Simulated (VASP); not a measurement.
# Al2O3 (P6/mmm) in VASP: a series of runs

Runs on Al2O3. Level: PBE. Tasks: relaxation of cell and atoms, single point.

Everything below comes from runs of VASP 6.6.1. Logs are shortened: lines on timing, memory, paths and dates and some standing lists are left out, and cuts for length are marked.

## Step 1: The cell of the first run

The structure is hexagonal, space group P6/mmm (No. 191). Conventional cell: a = 4.302 Å, b = 4.302 Å, c = 4.308 Å, α = 90.00°, β = 90.00°, γ = 120.00°. Al (site symmetry 6/mmm) has 6 O at 2.15 Å and 2 Al at 2.15 Å within 2.8 Å. Al (site symmetry 6/mmm) has 2 Al at 2.15 Å within 2.9 Å. O (site symmetry mmm) has 4 O at 2.15 Å and 2 Al at 2.15 Å within 2.8 Å.

The cell was built from a structure type or drawn by symmetry, and may not be a known phase.

## Step 2: Relaxation of cell and atoms, PBE

Contents of INCAR:

```
SYSTEM = Al2O3
PREC = Accurate
ENCUT = 600
EDIFF = 1E-7
ISMEAR = 0
SIGMA = 0.1
LREAL = .False.
LASPH = .True.
NELM = 80
ALGO = Normal
ISIF = 3
LWAVE = .False.
LCHARG = .False.
GGA = PE
IBRION = 2
NSW = 90
EDIFFG = -0.04
```

Contents of KPOINTS:

```
Automatic mesh
0
Gamma
  6 6 4
  0 0 0
```

Contents of POSCAR:

```
Al2O3
1.0
    4.3024199700      0.0000000000      0.0000000000
   -2.1512099900      3.7260049900      0.0000000000
    0.0000000000      0.0000000000      4.3080588400
Al O
2 3
Direct
    0.0000000000      0.0000000000      0.5000000000
    0.0000000000      0.0000000000      0.0000000000
    0.5000000000      0.0000000000      0.5000000000
    0.0000000000      0.5000000000      0.5000000000
    0.5000000000      0.5000000000      0.5000000000
```

Potentials or basis: VASP PAW PBE potentials, release 64 (Al, O).

Started as:

```bash
$ cat potpaw_PBE.64/Al/POTCAR potpaw_PBE.64/O/POTCAR > POTCAR
$ mpirun -np 1 vasp_std > vasp.out
```

OUTCAR:

```text
SYSTEM = Al2O3
   PREC = Accurate
   ENCUT = 600
   EDIFF = 1E-7
   ISMEAR = 0
   LREAL = .False.
   LASPH = .True.
   NELM = 80
   ISIF = 3
   GGA = PE
   IBRION = 2
   NSW = 90
   EDIFFG = -0.04

 ion  position               nearest neighbor table
   1  0.000  0.000  0.500-   5 2.15   5 2.15   3 2.15   3 2.15   4 2.15   4 2.15   2 2.15   2 2.15

   2  0.000  0.000  0.000-   1 2.15   1 2.15
   3  0.500  0.000  0.500-   1 2.15   1 2.15
   4  0.000  0.500  0.500-   1 2.15   1 2.15
   5  0.500  0.500  0.500-   1 2.15   1 2.15

  LATTYP: Found a hexagonal cell.
 ALAT       =     4.3024199700
 C/A-ratio  =     1.0013106275

  Lattice vectors:

 A1 = (   4.3024199700,   0.0000000000,   0.0000000000)
 A2 = (  -2.1512099900,   3.7260049900,   0.0000000000)
 A3 = (   0.0000000000,   0.0000000000,   4.3080588400)

Analysis of symmetry for initial positions (statically):
=====================================================================
 Subroutine PRICEL returns:
 Original cell was already a primitive cell.

 Routine SETGRP: Setting up the symmetry group for a
 hexagonal supercell.

 Subroutine GETGRP returns: Found 24 space group operations
 (whereof 24 operations were pure point group operations)
 out of a pool of 24 trial point group operations.

The static configuration has the point symmetry D_6h.

Analysis of symmetry for dynamics (positions and initial velocities):
=====================================================================
 Subroutine PRICEL returns:
 Original cell was already a primitive cell.

 Routine SETGRP: Setting up the symmetry group for a
 hexagonal supercell.

 Subroutine GETGRP returns: Found 24 space group operations
 (whereof 24 operations were pure point group operations)
 out of a pool of 24 trial point group operations.

The dynamic configuration has the point symmetry D_6h.

 Subroutine INISYM returns: Found 24 space group operations
 (whereof 24 operations are pure point group operations),
 and found     1 'primitive' translations

----------------------------------------------------------------------------------------

                                     Primitive cell

  volume of cell :      69.0618

  direct lattice vectors                    reciprocal lattice vectors
     4.302419970  0.000000000  0.000000000     0.232427333  0.134191984  0.000000000
    -2.151209990  3.726004990  0.000000000     0.000000000  0.268383967  0.000000000
     0.000000000  0.000000000  4.308058840     0.000000000  0.000000000  0.232123106

  length of vectors
[... 68 lines left out ...]
   total plane-waves  NPLWV =  46656
   dimension x,y,z NGX =    36 NGY =   36 NGZ =   36
   dimension x,y,z NGXF=    72 NGYF=   72 NGZF=   72
   ions per type =               2   3
   NGX,Y,Z   is equivalent  to a cutoff of  13.91, 13.91, 13.89 a.u.
   NGXF,Y,Z  is equivalent  to a cutoff of  27.82, 27.82, 27.78 a.u.
 SYSTEM =  Al2O3
   PREC   = accura    normal or accurate (medium, high low for compatibility)
   ISTART =      0    job   : 0-new  1-cont  2-samecut
   ICHARG =      2    charge: 1-file 2-atom 10-const
   ISPIN  =      1    spin polarized calculation?
   LNONCOLLINEAR =      F non collinear calculations
   LSORBIT =      F    spin-orbit coupling
   LASPH  =      T    aspherical Exc in radial PAW
   ENCUT  =  600.0 eV  44.10 Ry    6.64 a.u.   8.59  8.59  8.60*2*pi/ulx,y,z
   NELM   =     80;   NELMIN=  2; NELMDL= -5     # of ELM steps
   EDIFF  = 0.1E-06   stopping-criterion for ELM
   LREAL  =      F    real-space projection
   EDIFFG = -.4E-01   stopping-criterion for IOM
   NSW    =     90    number of steps for IOM
   IBRION =      2    ionic relax: 0-MD 1-quasi-New 2-CG
   NFREE  =      1    steps in history (QN), initial steepest desc. (CG)
   ISIF   =      3    stress and relaxation
   ISYM   =      2    0-nonsym 1-usesym 2-fastsym
   POTIM  = 0.5000    time-step for ionic-motion
   TEBEG  =    0.0;   TEEND  =   0.0 temperature during run
   PSTRESS=    0.0 pullay stress
   NELECT =      24.0000    total number of electrons
   NUPDOWN=      -1.0000    fix difference up-down
   EMIN   =  10.00;   EMAX   =-10.00  energy-range for DOS
   EFERMI =   0.00;   METHOD = LEGACY
   ISMEAR =     0;   SIGMA  =   0.10  broadening in eV -4-tet -1-fermi 0-gaus
   EFERMI_NEDOS =   21; number of points for ismear=-14 and -15
   IALGO  =     38    algorithm
   IMIX   =      4    mixing-type and parameters
     AMIX     =   0.40;   BMIX     =  1.00
     AMIX_MAG =   1.60;   BMIX_MAG =  1.00
  volume/ion in A,a.u.               =      13.81        93.21
  Fermi-wavevector in a.u.,A,eV,Ry     =   1.150975  2.175028 18.024235  1.324744
  Thomas-Fermi vector in A             =   2.287636
   LORBIT       =      0    0 simple, 1 ext, 2 COOP (PROOUT), +10 PAW based schemes
   GGA     = PE    functional components
   LHFCALC =     F    Hartree Fock is set to
   AEXX    =    0.0000 exact exchange contribution
   IVDW    =     0    specifies the selected vdW correction
   LEPSILON=     F    determine dielectric tensor
   LRPA    =     F    only Hartree local field effects (RPA)
 conjugate gradient relaxation of ions
 non-spin polarized calculation
 Gauss-broadening in eV      SIGMA  =   0.10
  energy-cutoff  :      600.00
  volume of cell :       69.06
 maximum number of plane-waves:      2334
 NGX is ok and might be reduce to    36
   NGX = 17   NGY = 17   NGZ = 17

--------------------------------------- Ionic step        1  -------------------------------------------

 number of electron      24.0000002 magnetization

 Free energy of the ion-electron system (eV)
  ---------------------------------------------------
  ext. energy  EPLUGINS =         0.00000000
  ---------------------------------------------------
  free energy    TOTEN  =       -19.89562845 eV

  energy without entropy =      -19.88606212  energy(sigma->0) =      -19.89084528

 E-fermi :   3.8778     XC(G=0):  -9.4020

 val. band max:        3.8728490873   @ k =   0.3333   0.0000   0.2500
 cond. band min:       3.8912992137   @ k =   0.1667   0.1667   0.0000
 fundamental gap:      0.0184501264
 Fermi energy:         3.8778210167

 k-point     1 :       0.0000    0.0000    0.0000
  band No.  band energies     occupation
      1     -16.0176      2.00000
      2     -12.5430      2.00000
      3     -12.5430      2.00000
      4      -2.5794      2.00000
      5      -2.3810      2.00000
      6      -2.3810      2.00000
[... 660 lines left out ...]
--------------------------------------- Ionic step        8  -------------------------------------------

 number of electron      23.9999975 magnetization

 Free energy of the ion-electron system (eV)
  ---------------------------------------------------
  ext. energy  EPLUGINS =         0.00000000
  ---------------------------------------------------
  free energy    TOTEN  =       -21.59273340 eV

  energy without entropy =      -21.58652176  energy(sigma->0) =      -21.58962758

 E-fermi :   3.4004     XC(G=0):  -9.0174

 val. band max:        3.3537500811   @ k =   0.5000   0.0000   0.2500
 cond. band min:       3.5474148528   @ k =   0.3333   0.0000   0.5000
 fundamental gap:      0.1936647718
 Fermi energy:         3.4003735287

 k-point     1 :       0.0000    0.0000    0.0000
  band No.  band energies     occupation
      1     -17.4253      2.00000
      2     -12.9622      2.00000
      3     -12.9622      2.00000
      4      -4.0050      2.00000
      5      -3.4267      2.00000
      6      -3.4267      2.00000
[... 420 lines left out ...]
  FREE ENERGIE OF THE ION-ELECTRON SYSTEM (eV)
  ---------------------------------------------------
  free  energy   TOTEN  =       -21.5927333970 eV

  energy  without entropy=      -21.5865217557  energy(sigma->0) =      -21.58962758

 reached required accuracy - stopping structural energy minimisation
```

OSZICAR:

```text
N       E                     dE             d eps       ncg     rms          rms(c)
DAV:   1     0.133277674516E+03    0.13328E+03   -0.12507E+04   680   0.146E+03
DAV:   2    -0.133733865393E+02   -0.14665E+03   -0.14294E+03  1000   0.261E+02
DAV:   3    -0.223504820505E+02   -0.89771E+01   -0.89380E+01   712   0.766E+01
DAV:   4    -0.224538059646E+02   -0.10332E+00   -0.10325E+00   824   0.877E+00
[... 86 lines left out ...]
DAV:   4    -0.215927496424E+02    0.19194E-03   -0.77791E-04   704   0.176E-01    0.274E-02
DAV:   5    -0.215927350150E+02    0.14627E-04   -0.10099E-04   696   0.542E-02    0.667E-03
DAV:   6    -0.215927337587E+02    0.12563E-05   -0.35971E-06   704   0.141E-02    0.300E-03
DAV:   7    -0.215927334737E+02    0.28496E-06   -0.72962E-07   760   0.582E-03    0.951E-04
DAV:   8    -0.215927333970E+02    0.76717E-07   -0.58932E-08   336   0.175E-03
   8 F= -.21592733E+02 E0= -.21589628E+02  d E =-.894750E-02
```

Wall time 85 s (1 thread of Intel Xeon Platinum 8559C (Emerald Rapids), shared host); peak memory 0.21 GiB.

Results:

| Property | Result |
| --- | --- |
| Free energy | -21.5927 eV |
| Relaxed volume | 15.47 Å³/atom |
| Relaxed cell | a = 4.080 Å, b = 4.080 Å, c = 5.364 Å, α = 90.00°, β = 90.00°, γ = 120.00° |
| Space group after relaxing (to 0.1 Å) | P6/mmm (No. 191) |
| Energy gained by relaxing | 339.4 meV/atom |
| Ionic steps | 8 |
| Pressure after relaxing | -0.1 GPa |
| Band gap on the k mesh | zero (bands 12 and 13 overlap by 1.53 eV) |

Stress tensor (GPa, compression positive):
```
 0.04  0.00  0.00
 0.00  0.04  0.00
 0.00  0.00 -0.28
```

Step by step:
| step | energy change (eV) | largest force (eV/Å) | pressure (GPa) | volume (Å³) |
| --- | --- | --- | --- | --- |
| 1 | 0.0000 | 0.0000 | 9.25 | 69.06 |
| 2 | -1.6160 | 0.0000 | -0.30 | 76.33 |
| 3 | -1.6627 | 0.0000 | -0.96 | 77.30 |
| 4 | -1.6856 | 0.0000 | -1.89 | 79.15 |
| 5 | -1.6879 | 0.0000 | -1.68 | 78.59 |
| 6 | -1.6882 | 0.0000 | -1.75 | 78.75 |
| 7 | -1.6957 | 0.0000 | 0.63 | 76.79 |
| 8 | -1.6971 | 0.0000 | -0.07 | 77.34 |

Final structure:
```
Al O
1.0
     4.08035    0.00000    0.00000
    -2.04017    3.53369    0.00000
     0.00000    0.00000    5.36391
Al O
2 3
Direct
  0.00000 0.00000 0.50000
  0.00000 0.00000 0.00000
  0.50000 0.00000 0.50000
  0.00000 0.50000 0.50000
  0.50000 0.50000 0.50000
```

Levels at points of the mesh, in eV from the Fermi level:
| k point | band 8 | band 9 | band 10 | band 11 | band 12 | band 13 | band 14 | band 15 | band 16 |
| --- | --- | --- | --- | --- | --- | --- | --- | --- | --- |
| (0.00, 0.00, 0.00) | -5.67 | -1.43 | -1.43 | 0.16 | 1.00 | 1.42 | 1.83 | 1.83 | 4.12 |
| (0.50, 0.00, 0.00) | -3.58 | -2.98 | -2.97 | -2.01 | -1.65 | -0.54 | 0.39 | 1.58 | 2.93 |
| (0.00, 0.00, 0.50) | -2.93 | -2.03 | -1.47 | -1.47 | 0.16 | 1.83 | 1.83 | 3.68 | 3.68 |
| (0.50, 0.00, 0.50) | -3.73 | -2.98 | -2.00 | -1.96 | -1.76 | 0.34 | 0.50 | 1.58 | 3.09 |

Caveat: the k points lie up to 0.30 Å⁻¹ apart in the final cell, too coarse for converged energies and pressures of a metal; a cell axis changed by over 15 % at a fixed basis, so the end point is rough.

## Step 3: Single point, PBE

This run uses another cell than the first one, of 15.84 Å³/atom.

Contents of INCAR:

```
ALGO = Normal
EDIFF = 1E-7
ENCUT = 520
GGA = PE
ISIF = 2
ISMEAR = 0
LASPH = True
LCHARG = False
LREAL = False
LWAVE = False
NBANDS = 20
NELM = 60
PREC = Accurate
SIGMA = 0.1
```

Contents of KPOINTS:

```
k-points
0
Gamma
  12 12 8
```

POSCAR: that of step 2 with these lines changed.

```diff
@@ -2,5 +2,5 @@
 1.0
-    4.3024199700      0.0000000000      0.0000000000
-   -2.1512099900      3.7260049900      0.0000000000
-    0.0000000000      0.0000000000      4.3080588400
+    4.0620937279      0.0000000000      0.0000000000
+   -2.0310468640      3.5178763609      0.0000000000
+    0.0000000000      0.0000000000      5.5423467678
 Al O
```

Potentials or basis: VASP PAW PBE potentials, release 64 (Al, O).

Started as:

```bash
$ cat potpaw_PBE.64/Al/POTCAR potpaw_PBE.64/O/POTCAR > POTCAR
$ mpirun -np 1 vasp_std > vasp.out
```

OUTCAR:

```text
EDIFF = 1E-7
   ENCUT = 520
   GGA = PE
   ISIF = 2
   ISMEAR = 0
   LASPH = True
   LREAL = False
   NELM = 60
   PREC = Accurate

 ion  position               nearest neighbor table
   1  0.000  0.000  0.500-   5 2.03   5 2.03   3 2.03   3 2.03   4 2.03   4 2.03   2 2.77   2 2.77

   2  0.000  0.000  0.000-   1 2.77   1 2.77
   3  0.500  0.000  0.500-   1 2.03   1 2.03
   4  0.000  0.500  0.500-   1 2.03   1 2.03
   5  0.500  0.500  0.500-   1 2.03   1 2.03

  LATTYP: Found a hexagonal cell.
 ALAT       =     4.0620937279
 C/A-ratio  =     1.3644064217

  Lattice vectors:

 A1 = (   4.0620937279,   0.0000000000,   0.0000000000)
 A2 = (  -2.0310468640,   3.5178763609,   0.0000000000)
 A3 = (   0.0000000000,   0.0000000000,   5.5423467678)

Analysis of symmetry for initial positions (statically):
=====================================================================
 Subroutine PRICEL returns:
 Original cell was already a primitive cell.

 Routine SETGRP: Setting up the symmetry group for a
 hexagonal supercell.

 Subroutine GETGRP returns: Found 24 space group operations
 (whereof 24 operations were pure point group operations)
 out of a pool of 24 trial point group operations.

The static configuration has the point symmetry D_6h.

Analysis of symmetry for dynamics (positions and initial velocities):
=====================================================================
 Subroutine PRICEL returns:
 Original cell was already a primitive cell.

 Routine SETGRP: Setting up the symmetry group for a
 hexagonal supercell.

 Subroutine GETGRP returns: Found 24 space group operations
 (whereof 24 operations were pure point group operations)
 out of a pool of 24 trial point group operations.

The dynamic configuration has the point symmetry D_6h.

[... 120 lines left out ...]
   EFERMI_NEDOS =   21; number of points for ismear=-14 and -15
   IALGO  =     38    algorithm
   IMIX   =      4    mixing-type and parameters
     AMIX     =   0.40;   BMIX     =  1.00
     AMIX_MAG =   1.60;   BMIX_MAG =  1.00
  volume/ion in A,a.u.               =      15.84       106.89
  Fermi-wavevector in a.u.,A,eV,Ry     =   1.099606  2.077954 16.451264  1.209134
  Thomas-Fermi vector in A             =   2.236004
   LORBIT       =      0    0 simple, 1 ext, 2 COOP (PROOUT), +10 PAW based schemes
   GGA     = PE    functional components
   LHFCALC =     F    Hartree Fock is set to
   AEXX    =    0.0000 exact exchange contribution
   IVDW    =     0    specifies the selected vdW correction
   LEPSILON=     F    determine dielectric tensor
   LRPA    =     F    only Hartree local field effects (RPA)
 non-spin polarized calculation
 Gauss-broadening in eV      SIGMA  =   0.10
  energy-cutoff  :      520.00
  volume of cell :       79.20
 maximum number of plane-waves:      2162
   NGX = 15   NGY = 15   NGZ = 21

 number of electron      24.0000009 magnetization

 Free energy of the ion-electron system (eV)
  ---------------------------------------------------
  ext. energy  EPLUGINS =         0.00000000
  ---------------------------------------------------
  free energy    TOTEN  =       -21.63060663 eV

  energy without entropy =      -21.62091645  energy(sigma->0) =      -21.62576154

 E-fermi :   3.2783     XC(G=0):  -8.9331

 val. band max:        3.2659730141   @ k =   0.4167   0.1667   0.2500
 cond. band min:       3.3002861311   @ k =   0.3333   0.2500   0.1250
 fundamental gap:      0.0343131170
 Fermi energy:         3.2783101693

 k-point     1 :       0.0000    0.0000    0.0000
  band No.  band energies     occupation
      1     -17.6770      2.00000
      2     -13.1183      2.00000
      3     -13.1183      2.00000
      4      -4.2522      2.00000
      5      -3.6541      2.00000
      6      -3.6541      2.00000
[... 541 lines left out ...]
     19      10.3827      0.00000
     20      11.8961      0.00000

 [... further k-points ...]

------------------------ aborting loop because EDIFF is reached ----------------------------------------

  FORCE on cell =-STRESS in cart. coord.  units (eV):
  Direction    XX          YY          ZZ          XY          YZ          ZX
  --------------------------------------------------------------------------------------
  -------------------------------------------------------------------------------------
  Total       -0.0432275     -0.0432275     -0.0951266      0.0000000      0.0000000      0.0000000
  in kB       -0.8744730     -0.8744730     -1.9243696      0.0000000      0.0000000      0.0000000
  external PRESSURE =      -1.2244386 kB  Pullay stress =       0.0000000 kB

 VOLUME and BASIS-vectors are now :
 -----------------------------------------------------------------------------
  energy-cutoff  :      520.00
  volume of cell :       79.20
      direct lattice vectors                 reciprocal lattice vectors
     4.062093728  0.000000000  0.000000000     0.246178465  0.142131203  0.000000000
    -2.031046864  3.517876361  0.000000000     0.000000000  0.284262406  0.000000000
     0.000000000  0.000000000  5.542346768     0.000000000  0.000000000  0.180428985

 POSITION                                       TOTAL-FORCE (eV/Angst)
 -----------------------------------------------------------------------------------
      0.00000      0.00000      2.77117        -0.000000      0.000000      0.000000
      0.00000      0.00000      0.00000        -0.000000      0.000000      0.000000
      2.03105      0.00000      2.77117        -0.000000      0.000000      0.000000
     -1.01552      1.75894      2.77117        -0.000000      0.000000      0.000000
      1.01552      1.75894      2.77117         0.000000      0.000000      0.000000
 -----------------------------------------------------------------------------------
    total drift:                               -0.000000      0.000000      0.000000

  FREE ENERGIE OF THE ION-ELECTRON SYSTEM (eV)
  ---------------------------------------------------
  free  energy   TOTEN  =       -21.6306066347 eV

  energy  without entropy=      -21.6209164472  energy(sigma->0) =      -21.62576154
```

OSZICAR:

```text
N       E                     dE             d eps       ncg     rms          rms(c)
DAV:   1     0.123327044908E+03    0.12333E+03   -0.11103E+04  3824   0.103E+03
DAV:   2    -0.152788923046E+02   -0.13861E+03   -0.13229E+03  5372   0.216E+02
DAV:   3    -0.263916550350E+02   -0.11113E+02   -0.10994E+02  4448   0.663E+01
DAV:   4    -0.265039300170E+02   -0.11227E+00   -0.11220E+00  4352   0.759E+00
DAV:   5    -0.265057132039E+02   -0.17832E-02   -0.17830E-02  4412   0.930E-01    0.115E+01
DAV:   6    -0.223923342528E+02    0.41134E+01   -0.35775E+01  4116   0.242E+01    0.757E+00
DAV:   7    -0.218312497691E+02    0.56108E+00   -0.49690E+00  4092   0.995E+00    0.256E+00
DAV:   8    -0.216763627763E+02    0.15489E+00   -0.86316E-01  4136   0.382E+00    0.160E+00
DAV:   9    -0.216315627562E+02    0.44800E-01   -0.16049E-01  4212   0.192E+00    0.305E-01
DAV:  10    -0.216305391497E+02    0.10236E-02   -0.76523E-03  4036   0.444E-01    0.975E-02
DAV:  11    -0.216306196563E+02   -0.80507E-04   -0.33715E-04  4320   0.102E-01    0.363E-02
DAV:  12    -0.216306252306E+02   -0.55743E-05   -0.31746E-05  4072   0.283E-02    0.213E-02
DAV:  13    -0.216306080785E+02    0.17152E-04   -0.66109E-05  4288   0.280E-02    0.934E-03
DAV:  14    -0.216306065652E+02    0.15133E-05   -0.45668E-06  4152   0.941E-03    0.157E-03
DAV:  15    -0.216306066743E+02   -0.10911E-06   -0.64118E-07  4296   0.376E-03    0.176E-03
DAV:  16    -0.216306066347E+02    0.39585E-07   -0.36502E-07  2996   0.268E-03
   1 F= -.21630607E+02 E0= -.21625762E+02  d E =-.969019E-02
```

stdout:

```text
POSCAR found type information on POSCAR AlO
 POSCAR found :  2 types and       5 ions
 scaLAPACK will be used
 LDA part: xc-table for (Slater+PW92), standard interpolation
 POSCAR, INCAR and KPOINTS ok, starting setup
 FFT: planning ... GRIDC
 FFT: planning ... GRID_SOFT
 FFT: planning ... GRID
 WAVECAR not read
 entering main loop
```

Run time: 85 s. Hardware: 1 thread of Intel Xeon Platinum 8559C (Emerald Rapids), shared host; peak memory 0.25 GiB.

Results:

| Quantity | Value |
| --- | --- |
| Free energy | -21.6306 eV |
| Pressure | -0.1 GPa |
| Band gap on the k mesh | zero (bands 12 and 13 overlap by 1.54 eV) |

(Part 1 of 2 ends here.)
